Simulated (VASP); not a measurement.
# Al (Fm-3m) in VASP: a series of runs, part 2 of 2

VASP 6.6.1.

### 3 Relaxation of cell and atoms, PBE

This run uses another cell than the first one, of 16.61 Å³/atom, 1.006 times its volume.

File INCAR:

```
SYSTEM = Al
ALGO = Normal
EDIFF = 1E-6
EDIFFG = -0.005
ENCUT = 600
GGA = PE
IBRION = 2
ISIF = 3
ISMEAR = 1
LASPH = .TRUE.
LCHARG = .FALSE.
LREAL = .FALSE.
LWAVE = .FALSE.
NELM = 80
NSW = 60
PREC = Accurate
SIGMA = 0.4
```

File KPOINTS:

```
k-points
0
G
  12 12 12
  0 0 0
```

File POSCAR:

```
Al
1.0
    0.0000000000      2.0250000000      2.0250000000
    2.0250000000      0.0000000000      2.0250000000
    2.0250000000      2.0250000000      0.0000000000
Al
1
Direct
    0.0000000000      0.0000000000      0.0000000000
```

Potentials or basis: VASP PAW PBE potentials, release 64 (Al).

Command:

```sh
$ cat potpaw_PBE.64/Al/POTCAR > POTCAR
$ mpirun -np 1 vasp_std > vasp.out
```

OUTCAR:

```text
SYSTEM = Al
   EDIFF = 1E-6
   EDIFFG = -0.005
   ENCUT = 600
   GGA = PE
   IBRION = 2
   ISIF = 3
   ISMEAR = 1
   LASPH = .TRUE.
   LREAL = .FALSE.
   NELM = 80
   NSW = 60
   PREC = Accurate

 ion  position               nearest neighbor table
   1  0.000  0.000  0.000-

  LATTYP: Found a face centered cubic cell.
 ALAT       =     4.0500000000

  Lattice vectors:

 A1 = (   0.0000000000,   2.0250000000,   2.0250000000)
 A2 = (   2.0250000000,   0.0000000000,   2.0250000000)
 A3 = (   2.0250000000,   2.0250000000,   0.0000000000)

Analysis of symmetry for initial positions (statically):
=====================================================================
 Subroutine PRICEL returns:
 Original cell was already a primitive cell.

 Routine SETGRP: Setting up the symmetry group for a
 face centered cubic supercell.

 Subroutine GETGRP returns: Found 48 space group operations
 (whereof 48 operations were pure point group operations)
 out of a pool of 48 trial point group operations.

The static configuration has the point symmetry O_h .

Analysis of symmetry for dynamics (positions and initial velocities):
=====================================================================
 Subroutine PRICEL returns:
 Original cell was already a primitive cell.

 Routine SETGRP: Setting up the symmetry group for a
 face centered cubic supercell.

 Subroutine GETGRP returns: Found 48 space group operations
 (whereof 48 operations were pure point group operations)
 out of a pool of 48 trial point group operations.

The dynamic configuration has the point symmetry O_h .

 Subroutine INISYM returns: Found 48 space group operations
 (whereof 48 operations are pure point group operations),
 and found     1 'primitive' translations

----------------------------------------------------------------------------------------

                                     Primitive cell

  volume of cell :      16.6075

  direct lattice vectors                    reciprocal lattice vectors
     0.000000000  2.025000000  2.025000000    -0.246913580  0.246913580  0.246913580
     2.025000000  0.000000000  2.025000000     0.246913580 -0.246913580  0.246913580
     2.025000000  2.025000000  0.000000000     0.246913580  0.246913580 -0.246913580

  length of vectors
     2.863782464  2.863782464  2.863782464     0.427666866  0.427666866  0.427666866

  position of ions in fractional coordinates (direct lattice)
     0.000000000  0.000000000  0.000000000

  ion indices of the primitive-cell ions
   primitive index   ion index
                 1           1

----------------------------------------------------------------------------------------

 KPOINTS: k-points

Automatic generation of k-mesh.
 Grid dimensions read from file:
 generate k-points for:   12   12   12

 Generating k-lattice:

  Cartesian coordinates                     Fractional coordinates (reciprocal lattice)
    -0.020576132  0.020576132  0.020576132     0.083333333  0.000000000  0.000000000
     0.020576132 -0.020576132  0.020576132     0.000000000  0.083333333  0.000000000
     0.020576132  0.020576132 -0.020576132     0.000000000  0.000000000  0.083333333

  Length of vectors
     0.035638906  0.035638906  0.035638906

  Shift w.r.t. Gamma in fractional coordinates (k-lattice)
     0.000000000  0.000000000  0.000000000

 Subroutine IBZKPT returns following result:
 ===========================================

 Found     72 irreducible k-points:

 Following reciprocal coordinates:
            Coordinates               Weight
  0.000000  0.000000  0.000000      1.000000
  0.083333  0.000000  0.000000      8.000000
  0.166667  0.000000  0.000000      8.000000
  0.250000  0.000000  0.000000      8.000000
  0.333333  0.000000  0.000000      8.000000
  0.416667  0.000000  0.000000      8.000000
[... 16 lines left out ...]
  0.500000  0.166667  0.000000     24.000000
 -0.416667  0.166667  0.000000     24.000000
 [... further k-points ...]
   k-points           NKPTS =     72   k-points in BZ     NKDIM =     72   number of bands    NBANDS=      5
   number of dos      NEDOS =    301   number of ions     NIONS =      1
   total plane-waves  NPLWV =  13824
   dimension x,y,z NGX =    24 NGY =   24 NGZ =   24
   dimension x,y,z NGXF=    48 NGYF=   48 NGZF=   48
   ions per type =               1
   NGX,Y,Z   is equivalent  to a cutoff of  13.93, 13.93, 13.93 a.u.
   NGXF,Y,Z  is equivalent  to a cutoff of  27.86, 27.86, 27.86 a.u.
 SYSTEM =  Al
   PREC   = accura    normal or accurate (medium, high low for compatibility)
   ISTART =      0    job   : 0-new  1-cont  2-samecut
   ICHARG =      2    charge: 1-file 2-atom 10-const
   ISPIN  =      1    spin polarized calculation?
   LNONCOLLINEAR =      F non collinear calculations
   LSORBIT =      F    spin-orbit coupling
   LASPH  =      T    aspherical Exc in radial PAW
   ENCUT  =  600.0 eV  44.10 Ry    6.64 a.u.   5.72  5.72  5.72*2*pi/ulx,y,z
   NELM   =     80;   NELMIN=  2; NELMDL= -5     # of ELM steps
   EDIFF  = 0.1E-05   stopping-criterion for ELM
   LREAL  =      F    real-space projection
   EDIFFG = -.5E-02   stopping-criterion for IOM
   NSW    =     60    number of steps for IOM
   IBRION =      2    ionic relax: 0-MD 1-quasi-New 2-CG
   NFREE  =      1    steps in history (QN), initial steepest desc. (CG)
   ISIF   =      3    stress and relaxation
   ISYM   =      2    0-nonsym 1-usesym 2-fastsym
   POTIM  = 0.5000    time-step for ionic-motion
   TEBEG  =    0.0;   TEEND  =   0.0 temperature during run
   PSTRESS=    0.0 pullay stress
   NELECT =       3.0000    total number of electrons
   NUPDOWN=      -1.0000    fix difference up-down
   EMIN   =  10.00;   EMAX   =-10.00  energy-range for DOS
   EFERMI =   0.00;   METHOD = LEGACY
   ISMEAR =     1;   SIGMA  =   0.40  broadening in eV -4-tet -1-fermi 0-gaus
   EFERMI_NEDOS =   21; number of points for ismear=-14 and -15
   IALGO  =     38    algorithm
   IMIX   =      4    mixing-type and parameters
     AMIX     =   0.40;   BMIX     =  1.00
     AMIX_MAG =   1.60;   BMIX_MAG =  1.00
  volume/ion in A,a.u.               =      16.61       112.07
  Fermi-wavevector in a.u.,A,eV,Ry     =   0.925437  1.748822 11.652489  0.856434
  Thomas-Fermi vector in A             =   2.051291
   LORBIT       =      0    0 simple, 1 ext, 2 COOP (PROOUT), +10 PAW based schemes
   GGA     = PE    functional components
   LHFCALC =     F    Hartree Fock is set to
   AEXX    =    0.0000 exact exchange contribution
   IVDW    =     0    specifies the selected vdW correction
   LEPSILON=     F    determine dielectric tensor
   LRPA    =     F    only Hartree local field effects (RPA)
 conjugate gradient relaxation of ions
 non-spin polarized calculation
 Methfessel and Paxton  Order N= 1 SIGMA  =   0.40
  energy-cutoff  :      600.00
  volume of cell :       16.61
 maximum number of plane-waves:       568
   NGX = 11   NGY = 11   NGZ = 11

--------------------------------------- Ionic step        1  -------------------------------------------

 number of electron       3.0000000 magnetization

 Free energy of the ion-electron system (eV)
  ---------------------------------------------------
  ext. energy  EPLUGINS =         0.00000000
  ---------------------------------------------------
  free energy    TOTEN  =        -3.75383940 eV

  energy without entropy =       -3.75258548  energy(sigma->0) =       -3.75342142

------------------------ aborting loop because EDIFF is reached ----------------------------------------

  FORCE on cell =-STRESS in cart. coord.  units (eV):
  Direction    XX          YY          ZZ          XY          YZ          ZX
  --------------------------------------------------------------------------------------
  -------------------------------------------------------------------------------------
  Total       -0.0514560     -0.0514560     -0.0514560      0.0000000     -0.0000000     -0.0000000
  in kB       -4.9641122     -4.9641122     -4.9641122      0.0000000     -0.0000000     -0.0000000
  external PRESSURE =      -4.9641122 kB  Pullay stress =       0.0000000 kB
[... 57 lines left out ...]
--------------------------------------- Ionic step        3  -------------------------------------------

 number of electron       3.0000000 magnetization

 Free energy of the ion-electron system (eV)
  ---------------------------------------------------
  ext. energy  EPLUGINS =         0.00000000
  ---------------------------------------------------
  free energy    TOTEN  =        -3.75400659 eV

  energy without entropy =       -3.75257735  energy(sigma->0) =       -3.75353018

 E-fermi :   7.8923     XC(G=0): -10.1962

 val. band max:        7.7612068992   @ k =   0.5000   0.2500   0.0833
 cond. band min:       7.9430507483   @ k =  -0.4167   0.4167   0.0833
 fundamental gap:      0.1818438490
 Fermi energy:         7.8922893557

 k-point     1 :       0.0000    0.0000    0.0000
  band No.  band energies     occupation
      1      -3.1345      2.00000
      2      20.6179      0.00000
      3      20.6179      0.00000
      4      20.6179      0.00000
      5      22.1094      0.00000
[... 177 lines left out ...]
 k-point    24 :      -0.4167    0.1667    0.0000
  band No.  band energies     occupation
      1       3.4403      2.00000
      2       4.8931      2.00000
      3      13.4856     -0.00000
      4      16.7776      0.00000
      5      18.6309      0.00000

 [... further k-points ...]
[... 5 lines left out ...]
  --------------------------------------------------------------------------------------
  -------------------------------------------------------------------------------------
  Total        0.0006447      0.0006447      0.0006447      0.0000000     -0.0000000     -0.0000000
  in kB        0.0626001      0.0626001      0.0626001      0.0000000     -0.0000000     -0.0000000
  external PRESSURE =       0.0626001 kB  Pullay stress =       0.0000000 kB
[... 16 lines left out ...]
  FREE ENERGIE OF THE ION-ELECTRON SYSTEM (eV)
  ---------------------------------------------------
  free  energy   TOTEN  =        -3.7540065912 eV

  energy  without entropy=       -3.7525773526  energy(sigma->0) =       -3.75353018

 reached required accuracy - stopping structural energy minimisation
```

OSZICAR:

```text
N       E                     dE             d eps       ncg     rms          rms(c)
DAV:   1    -0.149194732954E+01   -0.14919E+01   -0.89447E+02   730   0.366E+02
DAV:   2    -0.375559934158E+01   -0.22637E+01   -0.21480E+01   895   0.318E+01
DAV:   3    -0.377599665774E+01   -0.20397E-01   -0.20383E-01   990   0.368E+00
[... 11 lines left out ...]
DAV:   3    -0.375400227800E+01    0.71874E-05   -0.25667E-06   880   0.105E-02    0.508E-03
DAV:   4    -0.375400200596E+01    0.27204E-06   -0.23121E-07   400   0.310E-03
   2 F= -.37540020E+01 E0= -.37535156E+01  d E =-.162611E-03
       N       E                     dE             d eps       ncg     rms          rms(c)
DAV:   1    -0.375400693350E+01   -0.46555E-05   -0.54553E-05   905   0.465E-02    0.653E-03
DAV:   2    -0.375400659123E+01    0.34226E-06   -0.30239E-07   475   0.519E-03
   3 F= -.37540066E+01 E0= -.37535302E+01  d E =-.167196E-03
```

CONTCAR:

```text
Al
   1.00000000000000
     0.0000000000000000    2.0206815453127445    2.0206815453127445
     2.0206815453127445   -0.0000000000000000    2.0206815453127445
     2.0206815453127445    2.0206815453127445    0.0000000000000000
  Al
     1
Direct
     0.0000000000000000    0.0000000000000000    0.0000000000000000

  0.00000000E+00  0.00000000E+00  0.00000000E+00
```

It took 7.7 s on 1 thread of Intel Xeon 6975P-C, shared host; peak memory 0.14 GiB.

Results:

```yaml
Free_energy: -3.7540 eV
Relaxed_volume: 16.50 Å³/atom
Relaxed_cell: a = 2.858 Å, b = 2.858 Å, c = 2.858 Å, α = 60.00°, β = 60.00°, γ = 60.00°
Space_group_after_relaxing_to_0.05_Å: Fm-3m (No. 225)
Energy_gained_by_relaxing: 0.2 meV/atom
Ionic_steps: 3
Pressure_after_relaxing: 0.0 GPa
```

The path:
```
step  energy change (eV)  largest force (eV/Å)  pressure (GPa)  volume (Å³)
   1              0.0000                0.0000           -0.50        16.61
   2             -0.0002                0.0000            0.08        16.48
   3             -0.0002                0.0000            0.01        16.50
```

Final structure:
```
CELL_PARAMETERS angstrom
0.00000 2.02068 2.02068
2.02068 0.00000 2.02068
2.02068 2.02068 0.00000
ATOMIC_POSITIONS crystal
Al 0.00000 0.00000 0.00000
```
